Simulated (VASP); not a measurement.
# AlP (sol) (F-43m) in VASP: single point with PBEsol

Aim: the single point of AlP (sol) with PBEsol.

Everything below comes from runs of VASP 6.6.1. Logs are shortened: lines on timing, memory, paths and dates and some standing lists are left out, and cuts for length are marked.

## 1. The cell of the first run

The structure is cubic, space group F-43m (No. 216). Conventional cell: a = 5.470 Å, b = 5.470 Å, c = 5.470 Å, α = 90.00°, β = 90.00°, γ = 90.00°. Al (site symmetry -43m) has 4 P at 2.37 Å within 3.1 Å. Within 3.1 Å of P (site symmetry -43m) lie 4 Al at 2.37 Å.

## 2. Single point, PBEsol

Input file INCAR:

```
SYSTEM = AlP
  ALGO = Normal
  EDIFF = 1E-6
  ENCUT = 500
  GGA = PS
  GGA_COMPAT = .FALSE.
  ISIF = 2
  ISMEAR = 0
  LASPH = .TRUE.
  LCHARG = .FALSE.
  LREAL = .FALSE.
  LWAVE = .FALSE.
  NBANDS = 11
  NELM = 120
  PREC = Accurate
  SIGMA = 0.02
```

Input file KPOINTS:

```
k-points
0
G
  8 8 8
  0 0 0
```

Input file POSCAR:

```
AlP
1.0
    0.0000000000      2.7352456888      2.7352456888
    2.7352456888      0.0000000000      2.7352456888
    2.7352456888      2.7352456888      0.0000000000
Al P
1 1
Direct
    0.0000000000      0.0000000000      0.0000000000
    0.2500000000      0.2500000000      0.2500000000
```

Potentials or basis: VASP PAW PBE potentials, release 64 (Al, P).

On the command line:

```console
$ cat potpaw_PBE.64/Al/POTCAR potpaw_PBE.64/P/POTCAR > POTCAR
$ mpirun -np 1 vasp_std > vasp.out
```

OUTCAR:

```text
SYSTEM = AlP
   EDIFF = 1E-6
   ENCUT = 500
   GGA = PS
   ISIF = 2
   ISMEAR = 0
   LASPH = .TRUE.
   LREAL = .FALSE.
   NELM = 120
   PREC = Accurate

 ion  position               nearest neighbor table
   1  0.000  0.000  0.000-   2 2.37   2 2.37   2 2.37   2 2.37
   2  0.250  0.250  0.250-   1 2.37   1 2.37   1 2.37   1 2.37

  LATTYP: Found a face centered cubic cell.
 ALAT       =     5.4704913776

  Lattice vectors:

 A1 = (   0.0000000000,   2.7352456888,   2.7352456888)
 A2 = (   2.7352456888,   0.0000000000,   2.7352456888)
 A3 = (   2.7352456888,   2.7352456888,   0.0000000000)

Analysis of symmetry for initial positions (statically):
=====================================================================
 Subroutine PRICEL returns:
 Original cell was already a primitive cell.

 Routine SETGRP: Setting up the symmetry group for a
 face centered cubic supercell.

 Subroutine GETGRP returns: Found 24 space group operations
 (whereof 24 operations were pure point group operations)
 out of a pool of 48 trial point group operations.

The static configuration has the point symmetry T_d .

Analysis of symmetry for dynamics (positions and initial velocities):
=====================================================================
 Subroutine PRICEL returns:
 Original cell was already a primitive cell.

 Routine SETGRP: Setting up the symmetry group for a
 face centered cubic supercell.

 Subroutine GETGRP returns: Found 24 space group operations
 (whereof 24 operations were pure point group operations)
 out of a pool of 48 trial point group operations.

The dynamic configuration has the point symmetry T_d .

 Subroutine INISYM returns: Found 24 space group operations
 (whereof 24 operations are pure point group operations),
 and found     1 'primitive' translations

----------------------------------------------------------------------------------------

                                     Primitive cell

  volume of cell :      40.9279

  direct lattice vectors                    reciprocal lattice vectors
     0.000000000  2.735245689  2.735245689    -0.182798935  0.182798935  0.182798935
     2.735245689  0.000000000  2.735245689     0.182798935 -0.182798935  0.182798935
     2.735245689  2.735245689  0.000000000     0.182798935  0.182798935 -0.182798935

  length of vectors
     3.868221550  3.868221550  3.868221550     0.316617044  0.316617044  0.316617044

  position of ions in fractional coordinates (direct lattice)
     0.000000000  0.000000000  0.000000000
     0.250000000  0.250000000  0.250000000

  ion indices of the primitive-cell ions
   primitive index   ion index
                 1           1
                 2           2

----------------------------------------------------------------------------------------

 KPOINTS: k-points

Automatic generation of k-mesh.
 Grid dimensions read from file:
 generate k-points for:    8    8    8

 Generating k-lattice:

  Cartesian coordinates                     Fractional coordinates (reciprocal lattice)
    -0.022849867  0.022849867  0.022849867     0.125000000  0.000000000  0.000000000
     0.022849867 -0.022849867  0.022849867     0.000000000  0.125000000  0.000000000
     0.022849867  0.022849867 -0.022849867     0.000000000  0.000000000  0.125000000

  Length of vectors
     0.039577130  0.039577130  0.039577130

  Shift w.r.t. Gamma in fractional coordinates (k-lattice)
     0.000000000  0.000000000  0.000000000

 Subroutine IBZKPT returns following result:
 ===========================================

 Found     29 irreducible k-points:

 Following reciprocal coordinates:
            Coordinates               Weight
  0.000000  0.000000  0.000000      1.000000
  0.125000  0.000000  0.000000      8.000000
  0.250000  0.000000  0.000000      8.000000
  0.375000  0.000000  0.000000      8.000000
  0.500000  0.000000  0.000000      4.000000
  0.125000  0.125000  0.000000      6.000000
[... 16 lines left out ...]
  0.500000  0.250000  0.125000     48.000000
 -0.375000  0.250000  0.125000     24.000000
 [... further k-points ...]
   k-points           NKPTS =     29   k-points in BZ     NKDIM =     29   number of bands    NBANDS=     11
   number of dos      NEDOS =    301   number of ions     NIONS =      2
   total plane-waves  NPLWV =  21952
   dimension x,y,z NGX =    28 NGY =   28 NGZ =   28
   dimension x,y,z NGXF=    56 NGYF=   56 NGZF=   56
   ions per type =               1   1
   NGX,Y,Z   is equivalent  to a cutoff of  12.03, 12.03, 12.03 a.u.
   NGXF,Y,Z  is equivalent  to a cutoff of  24.07, 24.07, 24.07 a.u.
 SYSTEM =  AlP
   PREC   = accura    normal or accurate (medium, high low for compatibility)
   ISTART =      0    job   : 0-new  1-cont  2-samecut
   ICHARG =      2    charge: 1-file 2-atom 10-const
   ISPIN  =      1    spin polarized calculation?
   LNONCOLLINEAR =      F non collinear calculations
   LSORBIT =      F    spin-orbit coupling
   LASPH  =      T    aspherical Exc in radial PAW
   ENCUT  =  500.0 eV  36.75 Ry    6.06 a.u.   7.05  7.05  7.05*2*pi/ulx,y,z
   NELM   =    120;   NELMIN=  2; NELMDL= -5     # of ELM steps
   EDIFF  = 0.1E-05   stopping-criterion for ELM
   LREAL  =      F    real-space projection
[... 7 lines left out ...]
   TEBEG  =    0.0;   TEEND  =   0.0 temperature during run
   PSTRESS=    0.0 pullay stress
   NELECT =       8.0000    total number of electrons
   NUPDOWN=      -1.0000    fix difference up-down
   EMIN   =  10.00;   EMAX   =-10.00  energy-range for DOS
   EFERMI =   0.00;   METHOD = LEGACY
   ISMEAR =     0;   SIGMA  =   0.02  broadening in eV -4-tet -1-fermi 0-gaus
   EFERMI_NEDOS =   21; number of points for ismear=-14 and -15
   IALGO  =     38    algorithm
   IMIX   =      4    mixing-type and parameters
     AMIX     =   0.40;   BMIX     =  1.00
     AMIX_MAG =   1.60;   BMIX_MAG =  1.00
  volume/ion in A,a.u.               =      20.46       138.10
  Fermi-wavevector in a.u.,A,eV,Ry     =   0.950091  1.795411 12.281608  0.902673
  Thomas-Fermi vector in A             =   2.078435
   LORBIT       =      0    0 simple, 1 ext, 2 COOP (PROOUT), +10 PAW based schemes
   GGA     = PS    functional components
   LHFCALC =     F    Hartree Fock is set to
   AEXX    =    0.0000 exact exchange contribution
   IVDW    =     0    specifies the selected vdW correction
   LEPSILON=     F    determine dielectric tensor
   LRPA    =     F    only Hartree local field effects (RPA)
 non-spin polarized calculation
 Gauss-broadening in eV      SIGMA  =   0.02
  energy-cutoff  :      500.00
  volume of cell :       40.93
 maximum number of plane-waves:      1056
   NGX = 15   NGY = 15   NGZ = 15

 number of electron       8.0000000 magnetization

 Free energy of the ion-electron system (eV)
  ---------------------------------------------------
  ext. energy  EPLUGINS =         0.00000000
  ---------------------------------------------------
  free energy    TOTEN  =       -10.99516553 eV

  energy without entropy =      -10.99516553  energy(sigma->0) =      -10.99516553

 E-fermi :   4.5802     XC(G=0):  -9.3429

 val. band max:        4.4826915320   @ k =   0.0000   0.0000   0.0000
 cond. band min:       5.9322984357   @ k =   0.5000   0.5000   0.0000
 fundamental gap:      1.4496069036
 Fermi energy:         4.5801764743

 k-point     1 :       0.0000    0.0000    0.0000
  band No.  band energies     occupation
      1      -7.0118      2.00000
      2       4.4827      2.00000
      3       4.4827      2.00000
      4       4.4827      2.00000
      5       7.6376      0.00000
      6       8.9868      0.00000
      7       8.9868      0.00000
      8       8.9868      0.00000
      9      13.2784      0.00000
     10      13.2784      0.00000
     11      14.5380      0.00000

 k-point     2 :       0.1250    0.0000    0.0000
  band No.  band energies     occupation
      1      -6.8394      2.00000
      2       3.2428      2.00000
      3       4.3338      2.00000
      4       4.3338      2.00000
      5       8.0803      0.00000
      6       9.2703      0.00000
      7       9.2703      0.00000
      8       9.4851      0.00000
      9      12.7686      0.00000
     10      12.7686      0.00000
     11      15.1802      0.00000

 k-point     3 :       0.2500    0.0000    0.0000
  band No.  band energies     occupation
      1      -6.3536      2.00000
      2       1.2864      2.00000
      3       4.0388      2.00000
      4       4.0388      2.00000
      5       7.7075      0.00000
      6       9.5708      0.00000
      7       9.5708      0.00000
      8      11.2889      0.00000
      9      12.7379      0.00000
     10      12.7379      0.00000
     11      14.6373      0.00000

 k-point     4 :       0.3750    0.0000    0.0000
  band No.  band energies     occupation
      1      -5.6996      2.00000
      2      -0.3585      2.00000
      3       3.8036      2.00000
      4       3.8036      2.00000
      5       7.3302      0.00000
      6       9.3744      0.00000
      7       9.3744      0.00000
      8      12.4665      0.00000
      9      14.1331      0.00000
     10      14.1331      0.00000
     11      14.9346      0.00000
[... 239 lines left out ...]
 k-point    22 :       0.3750    0.2500    0.1250
  band No.  band energies     occupation
      1      -5.9424      2.00000
      2       0.9672      2.00000
      3       2.5699      2.00000
      4       3.5632      2.00000
      5       8.2508      0.00000
      6       9.2199      0.00000
      7       9.8382      0.00000
      8      11.2275      0.00000
      9      12.7420      0.00000
     10      15.1918      0.00000
     11      17.2572      0.00000

 k-point    23 :       0.5000    0.2500    0.1250
  band No.  band energies     occupation
      1      -5.3432      2.00000
      2      -0.1455      2.00000
      3       2.0005      2.00000
      4       3.1762      2.00000
      5       8.3442      0.00000
      6       9.1867      0.00000
      7      10.4345      0.00000
      8      11.5145      0.00000
      9      13.8715      0.00000
     10      15.7079      0.00000
     11      17.1840      0.00000

 k-point    24 :      -0.3750    0.2500    0.1250
  band No.  band energies     occupation
      1      -5.0142      2.00000
      2      -0.7076      2.00000
      3       1.8657      2.00000
      4       2.9873      2.00000
      5       8.3414      0.00000
      6       8.9177      0.00000
      7      11.3022      0.00000
      8      12.0936      0.00000
      9      13.3843      0.00000
     10      15.8206      0.00000
     11      17.1336      0.00000

 [... further k-points ...]
[... 5 lines left out ...]
  --------------------------------------------------------------------------------------
  -------------------------------------------------------------------------------------
  Total        0.0087949      0.0087949      0.0087949     -0.0000000      0.0000000     -0.0000000
  in kB        0.3442897      0.3442897      0.3442897     -0.0000000      0.0000000     -0.0000000
  external PRESSURE =       0.3442897 kB  Pullay stress =       0.0000000 kB

 VOLUME and BASIS-vectors are now :
 -----------------------------------------------------------------------------
  energy-cutoff  :      500.00
  volume of cell :       40.93
      direct lattice vectors                 reciprocal lattice vectors
     0.000000000  2.735245689  2.735245689    -0.182798935  0.182798935  0.182798935
     2.735245689  0.000000000  2.735245689     0.182798935 -0.182798935  0.182798935
     2.735245689  2.735245689  0.000000000     0.182798935  0.182798935 -0.182798935

 POSITION                                       TOTAL-FORCE (eV/Angst)
 -----------------------------------------------------------------------------------
      0.00000      0.00000      0.00000         0.000000      0.000000      0.000000
      1.36762      1.36762      1.36762        -0.000000     -0.000000     -0.000000
 -----------------------------------------------------------------------------------
    total drift:                                0.000000      0.000000      0.000000

  FREE ENERGIE OF THE ION-ELECTRON SYSTEM (eV)
  ---------------------------------------------------
  free  energy   TOTEN  =       -10.9951655300 eV

  energy  without entropy=      -10.9951655300  energy(sigma->0) =      -10.99516553
```

It took 14 s on 1 thread of Intel Xeon 6975P-C, shared host; peak memory 0.15 GiB.

Results:

```yaml
Free_energy: -10.9952 eV
Pressure: 0.0 GPa
Band_gap_on_the_k_mesh: 1.45 eV, indirect (least direct gap 3.15 eV)
```

Levels at points of the mesh, in eV from the valence-band top:
```
           k point  band 2  band 3  band 4  band 5  band 6  band 7
(0.00, 0.00, 0.00)    0.00    0.00    0.00    3.15    4.50    4.50
(0.50, 0.00, 0.00)   -5.56   -0.76   -0.76    2.71    4.75    4.75
(0.50, 0.50, 0.00)   -5.32   -2.11   -2.11    1.45    2.37   10.94
```

Caveat: the PAW data sets were made with another functional, which shifts forces and pressure a little.
